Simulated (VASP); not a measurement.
Ge4Pd, 5 atoms in the cell. It takes space group P6/mmm (No. 191, hexagonal). The conventional cell has a = 4.716 Å, b = 4.716 Å, c = 5.144 Å, α = 90.00°, β = 90.00°, γ = 120.00°. Ge (site symmetry -6m2) has 5 Ge at 2.57 to 2.72 Å and 3 Pd at 2.72 Å within 3.4 Å. Ge (site symmetry -6m2) has 5 Ge at 2.57 to 2.72 Å within 3.4 Å. Within 3.6 Å of Pd (site symmetry 6/mmm) lie 6 Ge at 2.72 Å. The cell was built from a structure type or drawn by symmetry, and may not be a known phase.

| Property | Result |
| --- | --- |
| Program | VASP 6.6.1 |
| Task | single point |
| Functional | PBE |
| Potentials or basis | VASP PAW PBE potentials, release 64 (Ge_d, Pd) |
| Cutoff | 520 eV |
| k mesh | 6 × 6 × 2 |
| Occupations | gaussian, width 0.1 eV |
| Spin | no spin polarisation |
| Dipole correction | no |
| Further INCAR settings | ALGO = Normal; EDIFF = 1e-06; NBANDS = 41 |

Potentials or basis: VASP PAW PBE potentials, release 64 (Ge_d, Pd).

Command:

```sh
$ cat potpaw_PBE.64/Ge_d/POTCAR potpaw_PBE.64/Pd/POTCAR > POTCAR
$ mpirun -np 1 vasp_std > vasp.out
```

Hardware: 1 thread of Intel(R) Xeon(R) Platinum 8488C (Sapphire Rapids), with other jobs on the host.

**Question.** Estimate the wall time of this run.

**Answer.** Run time: 48 s on 1 thread of Intel(R) Xeon(R) Platinum 8488C (Sapphire Rapids), with other jobs on the host, peak memory 0.23 GiB. Counts: scf iterations 13, k points 14.
